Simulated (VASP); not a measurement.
A run of VASP 6.6.1 is set up as follows.

Contents of INCAR:

```
PREC = Accurate
ENCUT = 520
EDIFF = 1E-6
ISMEAR = -1
SIGMA = 0.08
LREAL = False
LASPH = True
NELM = 80
ALGO = Normal
ISIF = 2
LWAVE = False
LCHARG = False
GGA = PE
NBANDS = 10
```

Contents of KPOINTS:

```
Automatic mesh
0
Gamma
  10 10 10
```

File POSCAR:

```
K
1.0
   -2.6572700000      2.6572700000      2.6180000000
    2.6572700000     -2.6572700000      2.6180000000
    2.5787300000      2.5787300000     -2.6180000000
K
1
Direct
    0.0000000000      0.0000000000      0.0000000000
```

Potentials or basis: VASP PAW PBE potentials, release 64 (K_sv).

The run is started by

```console
$ cat potpaw_PBE.64/K_sv/POTCAR > POTCAR
$ mpirun -np 1 vasp_std > vasp.out
```

Problem. Estimate the band gap on the k mesh.

Solution. Zero (an odd number of electrons rules out a gap without spin polarisation).

Problem. Predict the pressure.

Solution. 0.1 GPa.

Stress tensor (GPa, compression positive):
```
0.10 0.08 0.00
0.08 0.10 0.00
0.00 0.00 0.11
```

Caveat: the cell differs from its parent crystal (xy shear strain of -3 %).
